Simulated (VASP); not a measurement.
Input of a VASP 6.6.1 run:

The input INCAR:

```
SYSTEM = VO2
  PREC = Accurate
  ENCUT = 600
  EDIFF = 1E-7
  ISMEAR = 0
  SIGMA = 0.1
  LREAL = .False.
  LASPH = .True.
  NELM = 200
  ALGO = Normal
  ISIF = 4
  LWAVE = .False.
  LCHARG = .False.
  ISPIN = 2
  MAGMOM = 0.92 0.92 0 0 0 0
  LORBIT = 11
  LMAXMIX = 4
  GGA = PE
  IBRION = 2
  NSW = 50
  EDIFFG = -0.01
  GGA_COMPAT = .False.
  NELMIN = 4
  KPAR = 4
```

Contents of KPOINTS:

```
Automatic mesh
0
Gamma
  8 8 12
  0 0 0
```

POSCAR

```
VO2
1.0
    4.4864569458      0.0000000000      0.0000000000
    0.0000000000      4.4864569458      0.0000000000
    0.0000000000      0.0000000000      2.7847918843
V O
2 4
Direct
    0.0000000000      0.0000000000      0.0000000000
    0.5000000000      0.5000000000      0.5000000000
    0.2987226751      0.2987226751      0.0000000000
    0.2012773249      0.7987226751      0.5000000000
    0.7012773249      0.7012773249      0.0000000000
    0.7987226751      0.2012773249      0.5000000000
```

Potentials or basis: VASP PAW PBE potentials, release 64 (V_sv, O).

Launch:

```bash
$ cat potpaw_PBE.64/V_sv/POTCAR potpaw_PBE.64/O/POTCAR > POTCAR
$ mpirun -np 4 vasp_std > vasp.out
```

(1) What does it give for the site moments?

(2) What does it give for the net moment?

## Answers

(1) V +1.02; O -0.04 μB.

(2) 1.99 μB per cell.
